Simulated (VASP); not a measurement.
Runs of VASP 6.6.1 on Cu. The structure is that of space group I4/mmm (No. 139), or close to it. The cells are those of the table. 

```csv
potentials or basis,cell,cutoff (eV),gap on the mesh (eV),pressure (GPa)
"VASP PAW LDA potentials, release 64 (Cu_sv_GW)","a = 2.448 Å, angles 106.6, 106.6, 115.4°, 1 atom",820,none,(a)
"VASP PAW LDA potentials, release 64 (Cu)","a = 2.387 Å, angles 106.6, 106.6, 115.5°, 1 atom",520,none,12.1
"VASP PAW LDA potentials, release 64 (Cu)","a = 2.375 Å, angles 107.2, 107.2, 114.2°, 1 atom",520,none,14.9
"VASP PAW LDA potentials, release 64 (Cu)","a = 2.366 Å, angles 106.9, 106.9, 114.8°, 1 atom",520,none,18.4
"VASP PAW LDA potentials, release 64 (Cu_sv_GW)","a = 2.475 Å, angles 107.5, 107.5, 113.5°, 1 atom",820,none,(b)
```

Alike in all rows: task single point; level LDA; no spin polarisation; k mesh 22 × 22 × 22; smearing gaussian 0.15 eV.

Task: Fill in the values left out.

Result: (a) -4.6; (b) -10.4.

Caveats: the cell stands under pressure (at least some runs); the cell stands under tension (at least some runs).

A gap of «none» marks levels without a gap at the run's occupations.

The runs don't all hold the same shells in valence.
